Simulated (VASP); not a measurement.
AlInH4:

```
Al In H
1.0
     0.00000    3.41279    3.41279
     3.41279    0.00000    3.41279
     3.41279    3.41279    0.00000
Al In H
1 1 4
Direct
  0.50000 0.50000 0.50000
  0.75000 0.75000 0.75000
  0.32372 0.32372 0.32372
  0.32372 0.32372 0.02885
  0.32372 0.02885 0.32372
  0.02885 0.32372 0.32372
```

The cell was generated, and may not be a known phase.

| Quantity | Value |
| --- | --- |
| Program | VASP 6.6.1 |
| Task | relaxation of cell and atoms |
| Functional | PBE |
| Potentials or basis | VASP PAW PBE potentials, release 64 (Al, In_d, H_h) |
| Cutoff | 1230 eV |
| k mesh | 4 × 4 × 4 |
| Occupations | gaussian, width 0.1 eV |
| Spin | no spin polarisation |

At the start: pressure -5.6 GPa; volume 13.25 Å³/atom.

Where does the relaxation end?

Over 13 steps the energy falls by 415.6 meV/atom and the volume is 18.00 Å³/atom (+35.8 %); space group F-43m (No. 216, to 0.1 Å) before and after.

Step by step:
```tsv
step	energy change (eV)	largest force (eV/Å)	pressure (GPa)	volume (Å³)
1	0.0000	1.4721	-5.57	79.50
2	-0.5549	1.4608	-2.92	74.32
3	-0.9445	0.0685	17.31	60.14
4	-1.0986	1.0858	5.10	66.28
5	-1.1340	0.8784	7.98	64.46
6	-1.5787	0.3160	9.22	67.62
7	-1.7356	0.5683	11.57	70.66
8	-2.1441	0.3452	6.34	79.61
9	-2.4484	0.0582	1.49	95.74
10	-2.4874	0.0516	0.23	103.37
11	-2.4914	0.0944	-0.18	106.63
12	-2.4915	0.1049	-0.27	107.45
13	-2.4935	0.0296	-0.08	107.97
```

Final structure:
```cif
data_structure
_symmetry_space_group_name_H-M 'P 1'
_symmetry_Int_Tables_number 1
_cell_length_a 5.3450
_cell_length_b 5.3450
_cell_length_c 5.3450
_cell_angle_alpha 60.000
_cell_angle_beta 60.000
_cell_angle_gamma 60.000
_cell_volume 107.97
loop_
_atom_site_label
_atom_site_type_symbol
_atom_site_fract_x
_atom_site_fract_y
_atom_site_fract_z
_atom_site_occupancy
Al1 Al 0.50000 0.50000 0.50000 1
In1 In 0.75000 0.75000 0.75000 1
H1 H 0.37483 0.37483 0.37483 1
H2 H 0.37483 0.37483 0.87550 1
H3 H 0.37483 0.87550 0.37483 1
H4 H 0.87550 0.37483 0.37483 1
```

Caveat: the volume moved by over 15 % at a fixed basis, so the end points are rough.
